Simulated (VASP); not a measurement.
Input of a VASP 6.6.1 run:

INCAR

```
SYSTEM = In2GeS2
ALGO = Normal
EDIFF = 1E-6
ENCUT = 520
GGA = PE
ISIF = 2
ISMEAR = 0
LASPH = .True.
LCHARG = .False.
LREAL = .False.
LWAVE = .False.
NBANDS = 34
NELM = 80
PREC = Accurate
SIGMA = 0.1
```

Contents of KPOINTS:

```
k-points
0
Gamma
  12 12 6
  0 0 0
```

The input POSCAR:

```
In2GeS2
1.0
    4.2951783044      0.0000000000      0.0000000000
   -2.1475891522      3.7197335254      0.0000000000
    0.0000000000      0.0000000000      8.4849712242
In Ge S
2 1 2
Direct
    0.6666666667      0.3333333333      0.1987302455
    0.6666666667      0.3333333333      0.8012697545
    0.0000000000      0.0000000000      0.5000000000
    0.0000000000      0.0000000000      0.0000000000
    0.3333333333      0.6666666667      0.5000000000
```

Potentials or basis: VASP PAW PBE potentials, release 64 (In_d, Ge_d, S).

The run is started by

```sh
$ cat potpaw_PBE.64/In_d/POTCAR potpaw_PBE.64/Ge_d/POTCAR potpaw_PBE.64/S/POTCAR > POTCAR
$ mpirun -np 1 vasp_std > vasp.out
```

**Question.** Predict the pressure.

**Answer.** 0.0 GPa.

**Question.** Estimate the band gap on the k mesh.

**Answer.** Zero (bands 26 and 27 overlap by 0.79 eV).

Forces on the atoms (eV/Å):
```
In   0.000  0.000  0.003
In   0.000  0.000 -0.003
Ge   0.000  0.000  0.000
S    0.000  0.000  0.000
S    0.000  0.000  0.000
```

Caveat: spin-orbit coupling is left out, which moves the levels of the heavy elements.
